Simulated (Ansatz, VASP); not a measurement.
**HgH4S in VASP and in Ansatz**

```
Hg H S
1.0
    12.96000    0.00000    0.00000
     0.00000   12.69000    0.00000
     0.00000    0.00000   10.95000
Hg H S
1 4 1
Direct
  0.53310 0.59270 0.49987
  0.65291 0.54505 0.49987
  0.41472 0.64510 0.49987
  0.34722 0.39971 0.58878
  0.34722 0.39971 0.41096
  0.40596 0.35461 0.49987
```

Alike in both runs: task single point; functional PBE; k mesh 1 × 1 × 1; occupations gaussian, width 0.01 eV; non-collinear spin, spin-orbit coupling.

|  | VASP | Ansatz |
| --- | --- | --- |
| version | VASP 6.6.1 | Ansatz 0.2.0 |
| potentials or method | VASP PAW PBE potentials, release 64 (Hg, H, S), cutoff 520 eV | plane waves, PAW |
| valence electrons in the cell | 22 | 30 |

```csv
,VASP,Ansatz,Ansatz less VASP
rms of the force components (eV/Å),0.154,0.149,-0.0050
net moment per atom (μB),0.00,0.00,0.000
```

VASP's potentials hold 22 valence electrons a cell and Ansatz's 30, so a difference there can come from the potentials and not from the codes. Ansatz's warnings: xc potential rough in thin density.
